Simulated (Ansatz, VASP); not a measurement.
One calculation of AlP, two programs

```
Al P
1.0
     0.00000    2.75383    2.75383
     2.75383    0.00000    2.75383
     2.75383    2.75383    0.00000
Al P
1 1
Direct
  0.00000 0.00000 0.00000
  0.75000 0.75000 0.75000
```

Alike in both runs: functional PBE; k mesh 8 × 8 × 8; no spin polarisation.

Ansatz relaxed the structure, and its values are those at the end. VASP's run is a single point on that final structure, the one shown.

|  | VASP | Ansatz |
| --- | --- | --- |
| version | VASP 6.6.1 | Ansatz 0.2.0 |
| potentials or method | VASP PAW PBE potentials, release 64 (Al, P), cutoff 500 eV | scalar-relativistic, plane waves, PAW |
| occupations | gaussian, width 0.01 eV | fixed |
| valence electrons in the cell | 8 | 8 |

```csv
,VASP,Ansatz,Ansatz less VASP
gap on the k mesh at the Fermi level (eV),1.63,1.63,+0.002
least direct gap on the mesh (eV),3.08,3.09,+0.002
pressure (GPa),-0.1,0.0,+0.09
```
